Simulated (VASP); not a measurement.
Input of a VASP 6.6.1 run:

File POSCAR:

```
Ta
1.0
    0.0000000000      2.1038338316      2.1038338316
    2.1038338316      0.0000000000      2.1038338316
    2.1038338316      2.1038338316      0.0000000000
Ta
1
Direct
    0.0000000000      0.0000000000      0.0000000000
```

The input INCAR.step1:

```
SYSTEM = Ta
ALGO     = Normal         ! electronic algorithm
EDIFF    = 1E-4           ! SCF threshold, eV
ENCUT    = 520            ! plane-wave cutoff, eV
GGA      = PE             ! functional
ISMEAR   = -1             ! smearing method
LASPH    = .True.         ! aspherical terms in the spheres
LCHARG   = .False.        ! write CHGCAR
LREAL    = .False.        ! projectors in reciprocal space
LWAVE    = .True.         ! write WAVECAR
NBANDS   = 12             ! bands
NELM     = 80             ! most SCF steps
PREC     = Accurate       ! precision mode
SIGMA    = 0.1            ! smearing width, eV
```

The input INCAR.step2:

```
SYSTEM = Ta
ALGO     = Normal         ! electronic algorithm
EDIFF    = 1E-7           ! SCF threshold, eV
ENCUT    = 520            ! plane-wave cutoff, eV
ISIF     = 2              ! what is computed and relaxed
ISMEAR   = -1             ! smearing method
ISTART   = 1            
LASPH    = .True.         ! aspherical terms in the spheres
LCHARG   = .True.         ! write CHGCAR
LELF     = .True.         ! ELF
LMIXTAU  = .True.       
LREAL    = .False.        ! projectors in reciprocal space
LVHAR    = .True.       
LWAVE    = .False.        ! write WAVECAR
METAGGA  = R2SCAN         ! meta-GGA
NBANDS   = 12             ! bands
NELM     = 80             ! most SCF steps
PREC     = Accurate       ! precision mode
SIGMA    = 0.1            ! smearing width, eV
```

The input KPOINTS:

```
k-points
0
Gamma
  14 14 14
  0 0 0
```

Potentials or basis: VASP PAW PBE potentials, release 64 (Ta_pv).

Run with:

```sh
$ cat potpaw_PBE.64/Ta_pv/POTCAR > POTCAR
$ cp INCAR.step1 INCAR
$ mpirun -np 1 vasp_std > vasp.out
$ cp INCAR.step2 INCAR
$ mpirun -np 1 vasp_std > vasp.out
```

(1) Estimate the pressure.

Answers

(1) 0.6 GPa.

Caveat: the PAW data sets were made with another functional, which shifts forces and pressure a little.
